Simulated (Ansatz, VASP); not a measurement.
**FeO: VASP beside Ansatz**

The input INCAR:

```
SYSTEM = FeO
ALGO     = Normal         ! electronic algorithm
EDIFF    = 1E-6           ! SCF threshold, eV
ENCUT    = 600            ! plane-wave cutoff, eV
GGA      = PE             ! functional
GGA_COMPAT= .FALSE.      
ISIF     = 2              ! what is computed and relaxed
ISMEAR   = 0              ! smearing method
ISPIN    = 2              ! spin polarisation
LASPH    = .TRUE.         ! aspherical terms in the spheres
LCHARG   = .FALSE.        ! write CHGCAR
LMAXMIX  = 4              ! l up to which the mixer works
LORBIT   = 11             ! projections on sites
LREAL    = .FALSE.        ! projectors in reciprocal space
LWAVE    = .FALSE.        ! write WAVECAR
MAGMOM   = 3.79 0.35      ! initial moments
NBANDS   = 18             ! bands
NELM     = 200            ! most SCF steps
PREC     = Accurate       ! precision mode
SIGMA    = 0.15           ! smearing width, eV
```

The input KPOINTS:

```
k-points
0
G
  20 20 20
  0 0 0
```

POSCAR

```
FeO
1.0
    0.0000000000      2.1554000000      2.0691840000
    2.1554000000      0.0000000000      2.0691840000
    2.1554000000      2.1554000000      0.0000000000
Fe O
1 1
Direct
    0.0000000000      0.0000000000      0.0000000000
    0.5000000000      0.5000000000      0.5000000000
```

Input for Ansatz:

```yaml
crystal:
  lattice:
    - [0.0, 2.1554, 2.069184]
    - [2.1554, 0.0, 2.069184]
    - [2.1554, 2.1554, 0.0]
  atoms:
    - { symbol: Fe, position: [0.0, 0.0, 0.0], spin: 3.79 }
    - { symbol: O, position: [0.5, 0.5, 0.5], spin: 0.35 }
basis:
  ecutwfc: 420
kpoints:
  mp_grid: { grid: [20, 20, 20] }
hamiltonian:
  xc: pbe
scf:
  occupations: { method: gaussian, width: 0.15 }
output:
  forces: true
  stress: true
  eigenvalues: true
  populations: true
magnetization:
  spin_polarized: true
```

Change from the starting cell: strain +0.000 along x and y, -0.040 along z, atoms carried along.

Alike in both runs: task single point; functional PBE; k mesh 20 × 20 × 20; occupations gaussian, width 0.15 eV; collinear spin.

|  | VASP | Ansatz |
| --- | --- | --- |
| version | VASP 6.6.1 | Ansatz 0.2.0 |
| potentials or method | VASP PAW PBE potentials, release 64 (Fe, O), cutoff 600 eV | scalar-relativistic, plane waves, PAW |
| valence electrons in the cell | 14 | 22 |

|  | VASP | Ansatz | Ansatz less VASP |
| --- | --- | --- | --- |
| gap on the k mesh at the Fermi level (eV) | none | none | - |
| pressure (GPa) | 8.5 | 8.6 | +0.03 |
| traceless stress, the component that is largest in VASP (GPa) | 4.71 | 4.50 | -0.202 |
| net moment per atom (μB) | 2.00 | 2.00 | +0.001 |
| size of the moment on the site where the two differ most (μB) | 3.60 | 3.39 | -0.216 |

Site moments also hang on the region over which each program counts them. A gap of «none» marks a metal or a gap that the smearing closes. The functional is the same, so the differences come from potentials, cutoffs and numerics. VASP's potentials hold 14 valence electrons a cell and Ansatz's 22, so a difference there can come from the potentials and not from the codes.
